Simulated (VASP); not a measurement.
# ZnW2Se4 (P3m1) in VASP: a series of runs

ZnW2Se4 is run at these levels: PBE; tasks: single point.

Program: VASP 6.6.1. These are calculated values, not measurements. Logs are shortened: lines on timing, memory, paths and dates and some standing lists are left out, and cuts for length are marked.

### 1 The cell of the first run

Symmetry: P3m1, No. 156, trigonal system. The conventional cell has a = 3.355 Å, b = 3.355 Å, c = 18.194 Å, α = 90.00°, β = 90.00°, γ = 120.00°. W (site symmetry 3m) has 6 Se at 2.59 Å and 6 W at 3.35 Å within 3.4 Å. Within 3.4 Å of W (site symmetry 3m) lie 6 Se at 2.58 to 2.59 Å and 6 W at 3.35 Å. Se (site symmetry 3m) has 3 W at 2.59 Å and 1 Zn at 3.25 Å and 7 Se at 3.35 to 3.43 Å within 3.5 Å. Within 3.7 Å of Se (site symmetry 3m) lie 3 W at 2.59 Å and 7 Se at 3.35 to 3.42 Å and 3 Zn at 3.60 Å. Within 3.5 Å of Se (site symmetry 3m) lie 3 W at 2.58 Å and 7 Se at 3.35 to 3.42 Å. Se (site symmetry 3m) has 3 W at 2.59 Å and 7 Se at 3.35 to 3.43 Å within 3.5 Å. Zn (site symmetry 3m) has 4 Se at 3.25 to 3.60 Å and 6 Zn at 3.35 Å within 4.3 Å.

### 2 Single point, PBE

Contents of INCAR:

```
SYSTEM = ZnW2Se4
PREC = Accurate ; ENCUT = 520
EDIFF = 1E-6 ; ISMEAR = -1
SIGMA = 0.05 ; LREAL = .False.
LASPH = .True. ; NELM = 80
ALGO = Normal ; ISIF = 2
LWAVE = .False. ; LCHARG = .True.
GGA = PE ; LELF = .True.
LVHAR = .True. ; NBANDS = 41
```

Contents of KPOINTS:

```
regular mesh
0
Gamma
  9 9 2
  0 0 0
```

Contents of POSCAR:

```
ZnW2Se4
1.0
    3.3548032760      0.0000000000      0.0000000000
   -1.6774016380      2.9053448617      0.0000000000
    0.0000000000      0.0000000000     18.1943217169
W Se Zn
2 4 1
Direct
    0.3333333333      0.6666666667      0.2404290000
    0.0000000000      0.0000000000      0.7742570000
    0.0000000000      0.0000000000      0.3346640000
    0.3333333333      0.6666666667      0.6800160000
    0.3333333333      0.6666666667      0.8682090000
    0.0000000000      0.0000000000      0.1462720000
    0.0000000000      0.0000000000      0.5131540000
```

Potentials or basis: VASP PAW PBE potentials, release 64 (W_sv, Se, Zn).

Command:

```sh
cat potpaw_PBE.64/W_sv/POTCAR potpaw_PBE.64/Se/POTCAR potpaw_PBE.64/Zn/POTCAR > POTCAR
mpirun -np 1 vasp_std > vasp.out
```

OUTCAR:

```text
SYSTEM = ZnW2Se4
   PREC = Accurate
   ENCUT = 520
   EDIFF = 1E-6
   ISMEAR = -1
   LREAL = .False.
   LASPH = .True.
   NELM = 80
   ISIF = 2
   GGA = PE

 ion  position               nearest neighbor table
   1  0.333  0.667  0.240-   6 2.59   6 2.59   6 2.59   3 2.59   3 2.59   3 2.59
   2  0.000  0.000  0.774-   5 2.58   5 2.58   5 2.58   4 2.59   4 2.59   4 2.59
   3  0.000  0.000  0.335-   1 2.59   1 2.59   1 2.59
   4  0.333  0.667  0.680-   2 2.59   2 2.59   2 2.59
   5  0.333  0.667  0.868-   2 2.58   2 2.58   2 2.58
   6  0.000  0.000  0.146-   1 2.59   1 2.59   1 2.59
   7  0.000  0.000  0.513-

  LATTYP: Found a hexagonal cell.
 ALAT       =     3.3548032760
 C/A-ratio  =     5.4233647162

  Lattice vectors:

 A1 = (   3.3548032760,   0.0000000000,   0.0000000000)
 A2 = (  -1.6774016380,   2.9053448617,   0.0000000000)
 A3 = (   0.0000000000,   0.0000000000,  18.1943217169)

Analysis of symmetry for initial positions (statically):
=====================================================================
 Subroutine PRICEL returns:
 Original cell was already a primitive cell.

 Routine SETGRP: Setting up the symmetry group for a
 hexagonal supercell.

 Subroutine GETGRP returns: Found  6 space group operations
 (whereof  6 operations were pure point group operations)
 out of a pool of 24 trial point group operations.

The static configuration has the point symmetry C_3v.

Analysis of symmetry for dynamics (positions and initial velocities):
=====================================================================
 Subroutine PRICEL returns:
 Original cell was already a primitive cell.

 Routine SETGRP: Setting up the symmetry group for a
 hexagonal supercell.

 Subroutine GETGRP returns: Found  6 space group operations
 (whereof  6 operations were pure point group operations)
 out of a pool of 24 trial point group operations.

The dynamic configuration has the point symmetry C_3v.

 Subroutine INISYM returns: Found  6 space group operations
 (whereof  6 operations are pure point group operations),
 and found     1 'primitive' translations

----------------------------------------------------------------------------------------

                                     Primitive cell

  volume of cell :     177.3375

  direct lattice vectors                    reciprocal lattice vectors
     3.354803276  0.000000000  0.000000000     0.298080071  0.172096609  0.000000000
    -1.677401638  2.905344862  0.000000000     0.000000000  0.344193219  0.000000000
     0.000000000  0.000000000 18.194321717     0.000000000  0.000000000  0.054962203

  length of vectors
     3.354803276  3.354803276 18.194321717     0.344193219  0.344193219  0.054962203

  position of ions in fractional coordinates (direct lattice)
     0.333333333  0.666666667  0.240429000
     0.000000000  0.000000000  0.774257000
     0.000000000  0.000000000  0.334664000
     0.333333333  0.666666667  0.680016000
     0.333333333  0.666666667  0.868209000
     0.000000000  0.000000000  0.146272000
     0.000000000  0.000000000  0.513154000

  ion indices of the primitive-cell ions
   primitive index   ion index
                 1           1
                 2           2
                 3           3
                 4           4
                 5           5
                 6           6
                 7           7

----------------------------------------------------------------------------------------

 KPOINTS: regular mesh

Automatic generation of k-mesh.
 Grid dimensions read from file:
 generate k-points for:    9    9    2

 Generating k-lattice:

  Cartesian coordinates                     Fractional coordinates (reciprocal lattice)
     0.033120008  0.019121845  0.000000000     0.111111111  0.000000000  0.000000000
     0.000000000  0.038243691  0.000000000     0.000000000  0.111111111  0.000000000
     0.000000000  0.000000000  0.027481101     0.000000000  0.000000000  0.500000000

  Length of vectors
     0.038243691  0.038243691  0.027481101

  Shift w.r.t. Gamma in fractional coordinates (k-lattice)
     0.000000000  0.000000000  0.000000000

 Subroutine IBZKPT returns following result:
 ===========================================

 Found     24 irreducible k-points:

 Following reciprocal coordinates:
            Coordinates               Weight
  0.000000  0.000000  0.000000      1.000000
  0.111111 -0.000000  0.000000      6.000000
  0.222222 -0.000000  0.000000      6.000000
  0.333333 -0.000000  0.000000      6.000000
  0.444444 -0.000000  0.000000      6.000000
  0.111111  0.111111  0.000000      6.000000
[... 16 lines left out ...]
  0.333333  0.222222  0.500000     12.000000
  0.333333  0.333333  0.500000      2.000000
   k-points           NKPTS =     24   k-points in BZ     NKDIM =     24   number of bands    NBANDS=     41
   number of dos      NEDOS =    301   number of ions     NIONS =      7
   total plane-waves  NPLWV = 109760
   dimension x,y,z NGX =    28 NGY =   28 NGZ =  140
   dimension x,y,z NGXF=    56 NGYF=   56 NGZF=  280
   ions per type =               2   4   1
   NGX,Y,Z   is equivalent  to a cutoff of  13.88, 13.88, 12.79 a.u.
   NGXF,Y,Z  is equivalent  to a cutoff of  27.75, 27.75, 25.58 a.u.
 SYSTEM =  ZnW2Se4
   PREC   = accura    normal or accurate (medium, high low for compatibility)
   ISTART =      0    job   : 0-new  1-cont  2-samecut
   ICHARG =      2    charge: 1-file 2-atom 10-const
   ISPIN  =      1    spin polarized calculation?
   LNONCOLLINEAR =      F non collinear calculations
   LSORBIT =      F    spin-orbit coupling
   LASPH  =      T    aspherical Exc in radial PAW
   ENCUT  =  520.0 eV  38.22 Ry    6.18 a.u.   6.24  6.24 33.83*2*pi/ulx,y,z
   NELM   =     80;   NELMIN=  2; NELMDL= -5     # of ELM steps
   EDIFF  = 0.1E-05   stopping-criterion for ELM
   LREAL  =      F    real-space projection
   EDIFFG = 0.1E-04   stopping-criterion for IOM
   NSW    =      0    number of steps for IOM
   IBRION =     -1    ionic relax: 0-MD 1-quasi-New 2-CG
   NFREE  =      0    steps in history (QN), initial steepest desc. (CG)
   ISIF   =      2    stress and relaxation
   ISYM   =      2    0-nonsym 1-usesym 2-fastsym
   POTIM  = 0.5000    time-step for ionic-motion
   TEBEG  =    0.0;   TEEND  =   0.0 temperature during run
   PSTRESS=    0.0 pullay stress
   NELECT =      64.0000    total number of electrons
   NUPDOWN=      -1.0000    fix difference up-down
   EMIN   =  10.00;   EMAX   =-10.00  energy-range for DOS
   EFERMI =   0.00;   METHOD = LEGACY
   ISMEAR =    -1;   SIGMA  =   0.05  broadening in eV -4-tet -1-fermi 0-gaus
   EFERMI_NEDOS =   21; number of points for ismear=-14 and -15
   IALGO  =     38    algorithm
   IMIX   =      4    mixing-type and parameters
     AMIX     =   0.40;   BMIX     =  1.00
     AMIX_MAG =   1.60;   BMIX_MAG =  1.00
  volume/ion in A,a.u.               =      25.33       170.96
  Fermi-wavevector in a.u.,A,eV,Ry     =   1.165560  2.202589 18.483923  1.358530
  Thomas-Fermi vector in A             =   2.302084
   LORBIT       =      0    0 simple, 1 ext, 2 COOP (PROOUT), +10 PAW based schemes
   GGA     = PE    functional components
   LHFCALC =     F    Hartree Fock is set to
   AEXX    =    0.0000 exact exchange contribution
   IVDW    =     0    specifies the selected vdW correction
   LEPSILON=     F    determine dielectric tensor
   LRPA    =     F    only Hartree local field effects (RPA)
 non-spin polarized calculation
  energy-cutoff  :      520.00
  volume of cell :      177.34
 maximum number of plane-waves:      4790
 NGX is ok and might be reduce to    28
   NGX = 13   NGY = 13   NGZ = 67

 number of electron      64.0000011 magnetization

 Free energy of the ion-electron system (eV)
  ---------------------------------------------------
  ext. energy  EPLUGINS =         0.00000000
  ---------------------------------------------------
  free energy    TOTEN  =       -43.51629203 eV

  energy without entropy =      -43.51481253  energy(sigma->0) =      -43.51555228

 E-fermi :   4.3435     XC(G=0):  -9.2894

 val. band max:        4.2074793744   @ k =   0.3333   0.3333   0.5000
 cond. band min:       4.5665231879   @ k =   0.2222   0.1111   0.5000
 fundamental gap:      0.3590438135
 Fermi energy:         4.3434853502

 k-point     1 :       0.0000    0.0000    0.0000
  band No.  band energies     occupation
      1     -71.1087      2.00000
      2     -70.9826      2.00000
      3     -35.2979      2.00000
      4     -35.2057      2.00000
      5     -35.2057      2.00000
      6     -35.1677      2.00000
[... 33 lines left out ...]
     40       6.0341      0.00000
     41       6.5317      0.00000

 k-point     2 :       0.1111   -0.0000    0.0000
  band No.  band energies     occupation
      1     -71.1078      2.00000
      2     -70.9817      2.00000
      3     -35.2940      2.00000
      4     -35.2270      2.00000
      5     -35.2108      2.00000
      6     -35.1638      2.00000
[... 33 lines left out ...]
     40       6.2052      0.00000
     41       7.1396      0.00000

 k-point     3 :       0.2222   -0.0000    0.0000
  band No.  band energies     occupation
      1     -71.1056      2.00000
      2     -70.9795      2.00000
      3     -35.2841      2.00000
      4     -35.2807      2.00000
      5     -35.2236      2.00000
      6     -35.1577      2.00000
[... 33 lines left out ...]
     40       6.7075      0.00000
     41       7.7618      0.00000

 k-point     4 :       0.3333   -0.0000    0.0000
  band No.  band energies     occupation
      1     -71.1031      2.00000
      2     -70.9770      2.00000
      3     -35.3411      2.00000
      4     -35.2728      2.00000
      5     -35.2382      2.00000
      6     -35.2181      2.00000
[... 825 lines left out ...]
     40       7.2486      0.00000
     41       7.5568      0.00000

 k-point    23 :       0.3333    0.2222    0.5000
  band No.  band energies     occupation
      1     -71.1008      2.00000
      2     -70.9747      2.00000
      3     -35.3588      2.00000
      4     -35.2910      2.00000
      5     -35.2622      2.00000
      6     -35.2358      2.00000
[... 33 lines left out ...]
     40       7.1498      0.00000
     41       7.5159      0.00000

 k-point    24 :       0.3333    0.3333    0.5000
  band No.  band energies     occupation
      1     -71.1003      2.00000
      2     -70.9742      2.00000
      3     -35.3400      2.00000
      4     -35.3229      2.00000
      5     -35.2602      2.00000
      6     -35.2170      2.00000
[... 33 lines left out ...]
     40       6.7009      0.00000
     41       7.5011      0.00000

------------------------ aborting loop because EDIFF is reached ----------------------------------------

  FORCE on cell =-STRESS in cart. coord.  units (eV):
  Direction    XX          YY          ZZ          XY          YZ          ZX
  --------------------------------------------------------------------------------------
  -------------------------------------------------------------------------------------
  Total       -3.8903909     -3.8903909     -4.4084315     -0.0000000      0.0000000      0.0000000
  in kB      -35.1482093    -35.1482093    -39.8285099     -0.0000000      0.0000000      0.0000000
  external PRESSURE =     -36.7083095 kB  Pullay stress =       0.0000000 kB

 VOLUME and BASIS-vectors are now :
 -----------------------------------------------------------------------------
  energy-cutoff  :      520.00
  volume of cell :      177.34
      direct lattice vectors                 reciprocal lattice vectors
     3.354803276  0.000000000  0.000000000     0.298080071  0.172096609  0.000000000
    -1.677401638  2.905344862  0.000000000     0.000000000  0.344193219  0.000000000
     0.000000000  0.000000000 18.194321717     0.000000000  0.000000000  0.054962203

 POSITION                                       TOTAL-FORCE (eV/Angst)
 -----------------------------------------------------------------------------------
     -0.00000      1.93690      4.37444        -0.000000      0.000000     -0.041646
      0.00000      0.00000     14.08708         0.000000      0.000000      0.050245
      0.00000      0.00000      6.08898         0.000000      0.000000     -0.723182
     -0.00000      1.93690     12.37243         0.000000     -0.000000      0.629988
     -0.00000      1.93690     15.79647        -0.000000      0.000000     -0.663910
      0.00000      0.00000      2.66132         0.000000      0.000000      0.711151
      0.00000      0.00000      9.33649         0.000000      0.000000      0.037353
 -----------------------------------------------------------------------------------
    total drift:                                0.000000     -0.000000     -0.000215

  FREE ENERGIE OF THE ION-ELECTRON SYSTEM (eV)
  ---------------------------------------------------
  free  energy   TOTEN  =       -43.5162920287 eV

  energy  without entropy=      -43.5148125316  energy(sigma->0) =      -43.51555228
```

Run time: 3.4 min. Hardware: 1 thread of AMD EPYC 7R43 (Zen 3), shared host; peak memory 0.38 GiB.

Results:

| Property | Result |
| --- | --- |
| Free energy | -43.5163 eV |
| Pressure | -3.7 GPa |
| Largest force | 0.723 eV/Å |
| Band gap on the k mesh | 0.36 eV (least direct gap 0.37 eV) |

Forces in eV/Å, atoms in the order of the input:
```
W    0.000  0.000 -0.042
W    0.000  0.000  0.050
Se   0.000  0.000 -0.723
Se   0.000  0.000  0.630
Se   0.000  0.000 -0.664
Se   0.000  0.000  0.711
Zn   0.000  0.000  0.037
```

Stress tensor (GPa, compression positive):
```
-3.51  0.00  0.00
 0.00 -3.51  0.00
 0.00  0.00 -3.98
```

Caveat: the cell stands under tension; spin-orbit coupling is left out, which moves the levels of the heavy elements; an odd mesh through Γ misses points on the zone boundary, where band edges can lie.

### 3 Single point, PBE

This run uses another cell than the first one, of 25.82 Å³/atom.

Contents of INCAR:

```
  PREC = Accurate
  ENCUT = 520
  EDIFF = 1E-7
  ISMEAR = -1
  SIGMA = 0.05
  LREAL = F
  LASPH = T
  NELM = 60
  ALGO = Normal
  ISIF = 2
  LWAVE = F
  LCHARG = F
  GGA = PE
  NBANDS = 41
```

Contents of KPOINTS:

```
Automatic mesh
0
Gamma
  9 9 2
```

Changes to POSCAR since step 2:

```diff
@@ -2,5 +2,5 @@
 1.0
-    3.3548032760      0.0000000000      0.0000000000
-   -1.6774016380      2.9053448617      0.0000000000
-    0.0000000000      0.0000000000     18.1943217169
+    3.3761720259      0.0000000000      0.0000000000
+   -1.6880860129      2.9238507419      0.0000000000
+    0.0000000000      0.0000000000     18.3102122409
 W Se Zn
```

Potentials or basis: VASP PAW PBE potentials, release 64 (W_sv, Se, Zn).

Command:

```sh
cat potpaw_PBE.64/W_sv/POTCAR potpaw_PBE.64/Se/POTCAR potpaw_PBE.64/Zn/POTCAR > POTCAR
mpirun -np 1 vasp_std > vasp.out
```

Wall time 3.9 min (1 thread of AMD EPYC 7R43 (Zen 3), shared host); peak memory 0.39 GiB.

Results (log left out):

* Free energy: -43.4227 eV
* Pressure: -5.1 GPa
* Largest force: 0.979 eV/Å
* Band gap on the k mesh: 0.39 eV

Forces in eV/Å, atoms in the order of the input:
```
W    0.000  0.000 -0.044
W    0.000  0.000  0.050
Se   0.000  0.000 -0.979
Se   0.000  0.000  0.888
Se   0.000  0.000 -0.933
Se   0.000  0.000  0.978
Zn   0.000  0.000  0.040
```

Stress tensor (GPa, compression positive):
```
-4.88  0.00  0.00
 0.00 -4.88  0.00
 0.00  0.00 -5.63
```

Levels at points of the mesh, in eV from the valence-band top:
```
           k point  band 28  band 29  band 30  band 31  band 32  band 33  band 34  band 35  band 36  band 37
(0.00, 0.00, 0.00)    -2.25    -2.13    -2.13    -1.44    -1.16     1.58     1.58     1.67     1.67     1.70
(0.00, 0.00, 0.50)    -2.25    -2.13    -2.13    -1.56    -1.11     1.58     1.58     1.67     1.67     1.70
```

Caveat: the cell stands under tension; spin-orbit coupling is left out, which moves the levels of the heavy elements; an odd mesh through Γ misses points on the zone boundary, where band edges can lie.
